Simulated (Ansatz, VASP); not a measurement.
# LiCl in VASP and in Ansatz

```
CELL_PARAMETERS angstrom
0.00000 2.57447 2.57447
2.57447 0.00000 2.57447
2.57447 2.57447 0.00000
ATOMIC_POSITIONS crystal
Li 0.00000 0.00000 0.00000
Cl 0.50000 0.50000 0.50000
```

Alike in both runs: functional PBE; k mesh 8 × 8 × 8; occupations gaussian, width 0.02 eV; no spin polarisation.

Ansatz relaxed the structure, and its values are those at the end. VASP's run is a single point on that final structure, the one shown.

|  | VASP | Ansatz |
| --- | --- | --- |
| version | VASP 6.6.1 | Ansatz 0.2.0 |
| potentials or method | VASP PAW PBE potentials, release 64 (Li_sv, Cl), cutoff 520 eV | scalar-relativistic, plane waves, PAW |
| valence electrons in the cell | 10 | 10 |

Ansatz gave:

```
gap on the k mesh at the Fermi level (eV) : 6.26
least direct gap on the mesh (eV)         : 6.26
```

**Question.** Which values does VASP return?

**Answer.** gap on the k mesh at the Fermi level (eV): 6.28; least direct gap on the mesh (eV): 6.28.

Noted on VASP's run: the cutoff is short for stress, so the pressure is rough.
